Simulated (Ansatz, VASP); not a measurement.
**One calculation of As, two programs**

```
As
1.0
    -3.23120    3.23120    3.23120
     3.23120   -3.23120    3.23120
     3.23120    3.23120   -3.23120
As
4
Direct
  0.75000 0.75000 0.75000
  0.50000 0.00000 0.75000
  0.00000 0.75000 0.50000
  0.75000 0.50000 0.00000
```

Alike in both runs: task relaxation of cell and atoms; functional PBE; k mesh 4 × 4 × 4; occupations gaussian, width 0.1 eV; no spin polarisation.

|  | VASP | Ansatz |
| --- | --- | --- |
| version | VASP 6.6.1 | Ansatz 0.2.0 |
| potentials or method | VASP PAW PBE potentials, release 64 (As_d), cutoff 600 eV | scalar-relativistic, plane waves, PAW |
| valence electrons in the cell | 60 | 60 |

```csv
,VASP,Ansatz,Ansatz less VASP
"gap on the k mesh at the Fermi level, each at its own relaxed structure (eV)",none,none,-
relaxed volume (Å³/atom),43.11,42.75,-0.366
relaxed cell length with the largest relative difference (Å),6.073,6.056,-0.0172
```

A gap of «none» marks a metal or a gap that the smearing closes.

Noted on VASP's run: the volume moved by over 15 % at a fixed basis, so the end points are rough.
